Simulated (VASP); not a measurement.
# MnO (P6_3mc) in VASP: a series of runs

Runs on MnO. Level: PBEsol. Tasks: single point.

Program: VASP 6.6.1. These are calculated values, not measurements. Logs are shortened: lines on timing, memory, paths and dates and some standing lists are left out, and cuts for length are marked.

## (1) The cell of the first run

Symmetry: P6_3mc, No. 186, hexagonal system. The conventional cell has a = 3.438 Å, b = 3.438 Å, c = 5.491 Å, α = 90.00°, β = 90.00°, γ = 120.00°. Within 2.7 Å of Mn (site symmetry 3m) lie 4 O at 2.00 to 2.12 Å. Within 2.7 Å of O (site symmetry 3m) lie 4 Mn at 2.00 to 2.12 Å.

## (2) Single point, PBEsol, collinear spin, ferromagnetic start (14.05 Å³/atom)

Contents of INCAR:

```
PREC = Accurate
ENCUT = 520
EDIFF = 1E-6
ISMEAR = -1
SIGMA = 0.05
LREAL = False
LASPH = True
NELM = 150
ALGO = Normal
ISIF = 2
LWAVE = False
LCHARG = True
ISPIN = 2
MAGMOM = 4 4 0 0
LORBIT = 11
LMAXMIX = 4
GGA = PS
LELF = True
LVHAR = True
NBANDS = 31
```

Contents of KPOINTS:

```
Automatic mesh
0
Gamma
  9 9 5
```

Contents of POSCAR:

```
MnO
1.0
    3.4378285534      0.0000000000      0.0000000000
   -1.7189142767      2.9772468610      0.0000000000
    0.0000000000      0.0000000000      5.4911248552
Mn O
2 2
Direct
    0.6666666667      0.3333333333      0.5109600000
    0.3333333333      0.6666666667      0.0109600000
    0.6666666667      0.3333333333      0.8754700000
    0.3333333333      0.6666666667      0.3754700000
```

Potentials or basis: VASP PAW PBE potentials, release 64 (Mn_pv, O).

Command:

```
cat potpaw_PBE.64/Mn_pv/POTCAR potpaw_PBE.64/O/POTCAR > POTCAR
mpirun -np 1 vasp_std > vasp.out
```

OUTCAR:

```text
PREC = Accurate
   ENCUT = 520
   EDIFF = 1E-6
   ISMEAR = -1
   LREAL = False
   LASPH = True
   NELM = 150
   ISIF = 2
   ISPIN = 2
   LORBIT = 11
   GGA = PS

 ion  position               nearest neighbor table
   1  0.667  0.333  0.511-   3 2.00   4 2.12   4 2.12   4 2.12
   2  0.333  0.667  0.011-   4 2.00   3 2.12   3 2.12   3 2.12
   3  0.667  0.333  0.875-   1 2.00   2 2.12   2 2.12   2 2.12
   4  0.333  0.667  0.375-   2 2.00   1 2.12   1 2.12   1 2.12

  LATTYP: Found a hexagonal cell.
 ALAT       =     3.4378285534
 C/A-ratio  =     1.5972654744

  Lattice vectors:

 A1 = (   3.4378285534,   0.0000000000,   0.0000000000)
 A2 = (  -1.7189142767,   2.9772468610,   0.0000000000)
 A3 = (   0.0000000000,   0.0000000000,   5.4911248552)

Analysis of symmetry for initial positions (statically):
=====================================================================
 Subroutine PRICEL returns:
 Original cell was already a primitive cell.

 Routine SETGRP: Setting up the symmetry group for a
 hexagonal supercell.

 Subroutine GETGRP returns: Found 12 space group operations
 (whereof  6 operations were pure point group operations)
 out of a pool of 24 trial point group operations.

The static configuration has the point symmetry C_3v.
 The point group associated with its full space group is C_6v.

Analysis of symmetry for dynamics (positions and initial velocities):
=====================================================================
 Subroutine PRICEL returns:
 Original cell was already a primitive cell.

 Routine SETGRP: Setting up the symmetry group for a
 hexagonal supercell.

 Subroutine GETGRP returns: Found 12 space group operations
 (whereof  6 operations were pure point group operations)
 out of a pool of 24 trial point group operations.

The dynamic configuration has the point symmetry C_3v.
 The point group associated with its full space group is C_6v.

Analysis of structural, dynamic, and magnetic symmetry:
=====================================================================
 Subroutine PRICEL returns:
 Original cell was already a primitive cell.

 Routine SETGRP: Setting up the symmetry group for a
 hexagonal supercell.

 Subroutine GETGRP returns: Found 12 space group operations
 (whereof  6 operations were pure point group operations)
 out of a pool of 24 trial point group operations.

The overall configuration has the point symmetry C_3v.
 The point group associated with its full space group is C_6v.

 Subroutine INISYM returns: Found 12 space group operations
 (whereof  6 operations are pure point group operations),
 and found     1 'primitive' translations

----------------------------------------------------------------------------------------

                                     Primitive cell

  volume of cell :      56.2031

  direct lattice vectors                    reciprocal lattice vectors
     3.437828553  0.000000000  0.000000000     0.290881289  0.167940390  0.000000000
    -1.718914277  2.977246861  0.000000000     0.000000000  0.335880781  0.000000000
     0.000000000  0.000000000  5.491124855     0.000000000  0.000000000  0.182112049

  length of vectors
     3.437828553  3.437828553  5.491124855     0.335880781  0.335880781  0.182112049

  position of ions in fractional coordinates (direct lattice)
     0.666666667  0.333333333  0.510960000
     0.333333333  0.666666667  0.010960000
     0.666666667  0.333333333  0.875470000
     0.333333333  0.666666667  0.375470000

  ion indices of the primitive-cell ions
   primitive index   ion index
                 1           1
                 2           2
                 3           3
                 4           4

----------------------------------------------------------------------------------------

 KPOINTS: Automatic mesh

Automatic generation of k-mesh.
 Grid dimensions read from file:
 generate k-points for:    9    9    5

 Generating k-lattice:

  Cartesian coordinates                     Fractional coordinates (reciprocal lattice)
     0.032320143  0.018660043  0.000000000     0.111111111 -0.000000000  0.000000000
     0.000000000  0.037320087  0.000000000     0.000000000  0.111111111  0.000000000
     0.000000000  0.000000000  0.036422410     0.000000000  0.000000000  0.200000000

  Length of vectors
     0.037320087  0.037320087  0.036422410

  Shift w.r.t. Gamma in fractional coordinates (k-lattice)
     0.000000000  0.000000000  0.000000000

 Subroutine IBZKPT returns following result:
 ===========================================

 Found     36 irreducible k-points:

 Following reciprocal coordinates:
            Coordinates               Weight
  0.000000  0.000000  0.000000      1.000000
  0.111111  0.000000  0.000000      6.000000
  0.222222 -0.000000  0.000000      6.000000
  0.333333 -0.000000  0.000000      6.000000
  0.444444 -0.000000  0.000000      6.000000
  0.111111  0.111111  0.000000      6.000000
[... 16 lines left out ...]
  0.333333  0.222222  0.200000     24.000000
  0.333333  0.333333  0.200000      4.000000
 [... further k-points ...]
   k-points           NKPTS =     36   k-points in BZ     NKDIM =     36   number of bands    NBANDS=     31
   number of dos      NEDOS =    301   number of ions     NIONS =      4
   total plane-waves  NPLWV =  32928
   dimension x,y,z NGX =    28 NGY =   28 NGZ =   42
   dimension x,y,z NGXF=    56 NGYF=   56 NGZF=   84
   ions per type =               2   2
   NGX,Y,Z   is equivalent  to a cutoff of  13.54, 13.54, 12.72 a.u.
   NGXF,Y,Z  is equivalent  to a cutoff of  27.08, 27.08, 25.43 a.u.
 SYSTEM =  unknown system
   PREC   = accura    normal or accurate (medium, high low for compatibility)
   ISTART =      0    job   : 0-new  1-cont  2-samecut
   ICHARG =      2    charge: 1-file 2-atom 10-const
   ISPIN  =      2    spin polarized calculation?
   LNONCOLLINEAR =      F non collinear calculations
   LSORBIT =      F    spin-orbit coupling
   LASPH  =      T    aspherical Exc in radial PAW
   ENCUT  =  520.0 eV  38.22 Ry    6.18 a.u.   6.39  6.39 10.21*2*pi/ulx,y,z
   NELM   =    150;   NELMIN=  2; NELMDL= -5     # of ELM steps
   EDIFF  = 0.1E-05   stopping-criterion for ELM
   LREAL  =      F    real-space projection
   EDIFFG = 0.1E-04   stopping-criterion for IOM
   NSW    =      0    number of steps for IOM
   IBRION =     -1    ionic relax: 0-MD 1-quasi-New 2-CG
   NFREE  =      0    steps in history (QN), initial steepest desc. (CG)
   ISIF   =      2    stress and relaxation
   ISYM   =      2    0-nonsym 1-usesym 2-fastsym
   POTIM  = 0.5000    time-step for ionic-motion
   TEBEG  =    0.0;   TEEND  =   0.0 temperature during run
   PSTRESS=    0.0 pullay stress
   NELECT =      38.0000    total number of electrons
   NUPDOWN=      -1.0000    fix difference up-down
   EMIN   =  10.00;   EMAX   =-10.00  energy-range for DOS
   EFERMI =   0.00;   METHOD = LEGACY
   ISMEAR =    -1;   SIGMA  =   0.05  broadening in eV -4-tet -1-fermi 0-gaus
   EFERMI_NEDOS =   21; number of points for ismear=-14 and -15
   IALGO  =     38    algorithm
   IMIX   =      4    mixing-type and parameters
     AMIX     =   0.40;   BMIX     =  1.00
     AMIX_MAG =   1.60;   BMIX_MAG =  1.00
  volume/ion in A,a.u.               =      14.05        94.82
  Fermi-wavevector in a.u.,A,eV,Ry     =   1.436865  2.715281 28.090322  2.064580
  Thomas-Fermi vector in A             =   2.556006
   LORBIT       =     11    0 simple, 1 ext, 2 COOP (PROOUT), +10 PAW based schemes
   GGA     = PS    functional components
   LHFCALC =     F    Hartree Fock is set to
   AEXX    =    0.0000 exact exchange contribution
   IVDW    =     0    specifies the selected vdW correction
   LEPSILON=     F    determine dielectric tensor
   LRPA    =     F    only Hartree local field effects (RPA)
 spin polarized calculation
  energy-cutoff  :      520.00
  volume of cell :       56.20
 maximum number of plane-waves:      1531
 NGX is ok and might be reduce to    28
   NGX = 13   NGY = 13   NGZ = 21

 number of electron      37.9999985 magnetization      10.0005580

 number of electron      37.9999985 magnetization       9.9953166

 Free energy of the ion-electron system (eV)
  ---------------------------------------------------
  ext. energy  EPLUGINS =         0.00000000
  ---------------------------------------------------
  free energy    TOTEN  =       -34.22013520 eV

  energy without entropy =      -34.21795003  energy(sigma->0) =      -34.21904262

 E-fermi :   5.0370     XC(G=0): -10.5237

 val. band max:        5.0043526987   @ k =   0.0000   0.0000   0.0000
 cond. band min:       5.0721253451   @ k =   0.0000   0.0000   0.0000
 fundamental gap:      0.0677726464
 Fermi energy:         5.0369756070

 spin component 1

 k-point     1 :       0.0000    0.0000    0.0000
  band No.  band energies     occupation
      1     -45.3146      1.00000
      2     -45.3146      1.00000
      3     -45.3099      1.00000
      4     -45.3099      1.00000
      5     -45.3022      1.00000
      6     -45.2734      1.00000
[... 805 lines left out ...]
     30      13.2450      0.00000
     31      15.2375      0.00000

 [... further k-points ...]

 spin component 2

 k-point     1 :       0.0000    0.0000    0.0000
  band No.  band energies     occupation
      1     -40.6284      1.00000
      2     -40.6156      1.00000
      3     -40.6156      1.00000
      4     -40.6095      1.00000
      5     -40.6095      1.00000
      6     -40.5894      1.00000
[... 805 lines left out ...]
     30      15.0386      0.00000
     31      16.2751      0.00000

 [... further k-points ...]

------------------------ aborting loop because EDIFF is reached ----------------------------------------

  FORCE on cell =-STRESS in cart. coord.  units (eV):
  Direction    XX          YY          ZZ          XY          YZ          ZX
  --------------------------------------------------------------------------------------
  -------------------------------------------------------------------------------------
  Total       -2.5423699     -2.5423699     -0.7596423      0.0000000      0.0000000      0.0000000
  in kB      -72.4751199    -72.4751199    -21.6550579      0.0000000      0.0000000      0.0000000
  external PRESSURE =     -55.5350992 kB  Pullay stress =       0.0000000 kB

 VOLUME and BASIS-vectors are now :
 -----------------------------------------------------------------------------
  energy-cutoff  :      520.00
  volume of cell :       56.20
      direct lattice vectors                 reciprocal lattice vectors
     3.437828553  0.000000000  0.000000000     0.290881289  0.167940390  0.000000000
    -1.718914277  2.977246861  0.000000000     0.000000000  0.335880781  0.000000000
     0.000000000  0.000000000  5.491124855     0.000000000  0.000000000  0.182112049

 POSITION                                       TOTAL-FORCE (eV/Angst)
 -----------------------------------------------------------------------------------
      1.71891      0.99242      2.80575        -0.000000     -0.000000     -0.474101
     -0.00000      1.98483      0.06018         0.000000     -0.000000     -0.474101
      1.71891      0.99242      4.80732        -0.000000      0.000000      0.474101
     -0.00000      1.98483      2.06175         0.000000     -0.000000      0.474101
 -----------------------------------------------------------------------------------
    total drift:                                0.000000      0.000001     -0.001631

  FREE ENERGIE OF THE ION-ELECTRON SYSTEM (eV)
  ---------------------------------------------------
  free  energy   TOTEN  =       -34.2201352039 eV

  energy  without entropy=      -34.2179500322  energy(sigma->0) =      -34.21904262

 total charge

# of ion       s       p       d       tot
------------------------------------------
    1        0.232   6.209   4.929  11.370
    2        0.232   6.209   4.929  11.370
    3        1.550   3.415   0.000   4.965
    4        1.550   3.415   0.000   4.965
--------------------------------------------------
tot          3.564  19.248   9.857  32.669

 magnetization (x)

# of ion       s       p       d       tot
------------------------------------------
    1        0.038   0.057   4.328   4.423
    2        0.038   0.057   4.328   4.423
    3        0.018   0.165   0.000   0.183
    4        0.018   0.165   0.000   0.183
--------------------------------------------------
tot          0.113   0.444   8.656   9.213
```

Run time: 70 s. Hardware: 1 thread of Intel Xeon Platinum 8559C (Emerald Rapids), shared host; peak memory 0.25 GiB.

Results:

```
Free energy                                           : -34.2201 eV
Pressure                                              : -5.6 GPa
Largest force                                         : 0.474 eV/Å
Band gap on the k mesh                                : zero (filled and empty bands overlap)
Net moment                                            : 10.00 μB per cell
Site moments                                          : Mn +4.42; O +0.18 μB
Valence electrons inside the program's atomic spheres : Mn 11.37; O 4.96
```

Forces in eV/Å, atoms in the order of the input:
```
Mn   0.000  0.000 -0.474
Mn   0.000  0.000 -0.474
O    0.000  0.000  0.474
O    0.000  0.000  0.474
```

Caveat: the cell stands under tension; the PAW data sets were made with another functional, which shifts forces and pressure a little; semilocal functionals often make such compounds metallic where correlation or magnetic order opens a gap, which also shifts bond lengths; only a ferromagnetic start was run, and an antiferromagnetic order may lie lower in energy.

[end of part 1 of 2]
